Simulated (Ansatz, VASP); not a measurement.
# One calculation of SnTe, two programs

The input INCAR:

```
SYSTEM = SnTe
  PREC = Accurate
  ENCUT = 520
  EDIFF = 1E-6
  ISMEAR = -1
  SIGMA = 0.08
  LREAL = .False.
  LASPH = .True.
  NELM = 100
  ALGO = Normal
  ISIF = 2
  LWAVE = .False.
  LCHARG = .False.
  NBANDS = 17
```

Contents of KPOINTS:

```
Automatic mesh
0
Gamma
  11 11 11
  0 0 0
```

POSCAR

```
SnTe
1.0
    0.0000000000      3.1029896626      3.1029896626
    3.1029896626      0.0000000000      3.1029896626
    3.1029896626      3.1029896626      0.0000000000
Sn Te
1 1
Direct
    0.0000000000      0.0000000000      0.0000000000
    0.5000000000      0.5000000000      0.5000000000
```

Input for Ansatz:

```yaml
crystal:
  lattice:
    - [0.0, 3.1029896626, 3.1029896626]
    - [3.1029896626, 0.0, 3.1029896626]
    - [3.1029896626, 3.1029896626, 0.0]
  atoms:
    - { symbol: Sn, position: [0.0, 0.0, 0.0] }
    - { symbol: Te, position: [0.5, 0.5, 0.5] }
kpoints:
  mp_grid: { grid: [11, 11, 11] }
scf:
  occupations: { method: fermi_dirac, width: 0.08 }
hamiltonian:
  xc: lda
  pseudopotentials: { kind: all_electron, lapw: { basis_error: 0.00025 } }
output:
  forces: true
  stress: true
  eigenvalues: true
```

Change from the starting cell: volume scaled by 0.95.

Alike in both runs: task single point; functional LDA; k mesh 11 × 11 × 11; occupations fermi-dirac, width 0.08 eV; no spin polarisation.

```csv
,VASP,Ansatz
version,VASP 6.6.1,Ansatz 0.2.0
potentials or method,"VASP PAW LDA potentials, release 64 (Sn_d, Te), cutoff 520 eV","all-electron LAPW, scalar-relativistic"
```

|  | VASP | Ansatz | Ansatz less VASP |
| --- | --- | --- | --- |
| pressure (GPa) | 0.8 | 0.8 | -0.03 |

LDA's correlation is that of Perdew and Zunger in VASP and of Perdew and Wang (1992) in Ansatz. Ansatz ran all-electron here, and VASP with PAW potentials.

Spin-orbit coupling is off throughout.
